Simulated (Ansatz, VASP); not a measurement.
# One calculation of Pd, two programs

```
Pd
1.0
     0.00000    1.97169    1.97169
     1.97169    0.00000    1.97169
     1.97169    1.97169    0.00000
Pd
1
Direct
  0.00000 0.00000 0.00000
```

Alike in both runs: functional PBE; k mesh 17 × 17 × 17; occupations fermi-dirac, width 0.05 eV; no spin polarisation.

Ansatz relaxed the structure, and its values are those at the end. VASP's run is a single point on that final structure, the one shown.

|  | VASP | Ansatz |
| --- | --- | --- |
| version | VASP 6.6.1 | Ansatz 0.2.0 |
| potentials or method | VASP PAW PBE potentials, release 64 (Pd) | PAW with Ansatz's default frozen-core files, scalar-relativistic |
| plane-wave cutoff (eV) | 520 | 420 |
| valence electrons in the cell | 10 | 18 |

|  | VASP | Ansatz | Ansatz less VASP |
| --- | --- | --- | --- |
| pressure (GPa) | -0.3 | 0.0 | +0.27 |

With one functional, cell and mesh, what is left measures potentials, basis and numerics. VASP's potentials hold 10 valence electrons a cell and Ansatz's 18, so a difference there can come from the potentials and not from the codes.
